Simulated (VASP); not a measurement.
CdSe:

```
Cd Se
1.0
     0.00000    3.07027    3.07027
     3.07027    0.00000    3.07027
     3.07027    3.07027    0.00000
Cd Se
1 1
Direct
  0.00000 0.00000 0.00000
  0.25000 0.25000 0.25000
```

```yaml
Program: VASP 6.6.1
Task: relaxation of cell and atoms
Functional: PBE
Potentials_or_basis: VASP PAW PBE potentials, release 64 (Cd, Se)
Cutoff: 600 eV
k_mesh: 8 × 8 × 8
Occupations: fermi-dirac, width 0.05 eV
Spin: no spin polarisation
```

At the start: pressure 1.5 GPa; volume 28.94 Å³/atom.

**Question.** How do energy, volume and symmetry change on relaxing?

**Answer.** Over 3 steps the energy falls by 4.3 meV/atom and the volume is 29.87 Å³/atom (+3.2 %); space group F-43m (No. 216, to 0.05 Å).

The path:
| step | energy change (eV) | largest force (eV/Å) | pressure (GPa) | volume (Å³) |
| --- | --- | --- | --- | --- |
| 1 | 0.0000 | 0.0000 | 1.52 | 57.88 |
| 2 | -0.0080 | 0.0000 | -0.35 | 60.22 |
| 3 | -0.0086 | 0.0000 | 0.01 | 59.74 |

Final structure:
```
Cd Se
1.0
     0.00000    3.10271    3.10271
     3.10271    0.00000    3.10271
     3.10271    3.10271    0.00000
Cd Se
1 1
Direct
  0.00000 0.00000 0.00000
  0.25000 0.25000 0.25000
```
